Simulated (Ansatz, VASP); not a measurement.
## Two plane-wave programs on Ni5O4

```
CELL_PARAMETERS angstrom
2.91053 0.00000 0.00000
-1.45527 2.52059 0.00000
0.00000 0.00000 24.50576
ATOMIC_POSITIONS crystal
Ni 0.66667 0.33333 0.30605
Ni 0.33333 0.66667 0.40303
Ni 0.00000 0.00000 0.50000
Ni 0.66667 0.33333 0.59697
Ni 0.33333 0.66667 0.69395
O 0.00000 0.00000 0.35454
O 0.66667 0.33333 0.45151
O 0.33333 0.66667 0.54849
O 0.00000 0.00000 0.64546
```

Alike in both runs: task single point; functional PBEsol; k mesh 1 × 1 × 1; occupations gaussian, width 0.1 eV; collinear spin.

|  | VASP | Ansatz |
| --- | --- | --- |
| version | VASP 6.6.1 | Ansatz 0.2.0 |
| potentials or method | VASP PAW PBE potentials, release 64 (Ni_sv_GW, O), cutoff 520 eV | scalar-relativistic, plane waves, PAW |
| valence electrons in the cell | 114 | 114 |

|  | VASP | Ansatz | Ansatz less VASP |
| --- | --- | --- | --- |
| gap on the k mesh at the Fermi level (eV) | 1.07 | 1.07 | -0.002 |
| least direct gap on the mesh (eV) | 1.07 | 1.07 | -0.002 |
| rms of the force components (eV/Å) | 0.329 | 0.328 | -0.0014 |
| net moment per atom (μB) | 0.44 | 0.44 | 0.000 |
| size of the moment on the site where the two differ most (μB) | 1.36 | 1.27 | -0.084 |

VASP's potentials were made for PBE, not for PBEsol. Site moments also hang on the region over which each program counts them. Ansatz's warnings: seeded moment not kept, stability check not made.
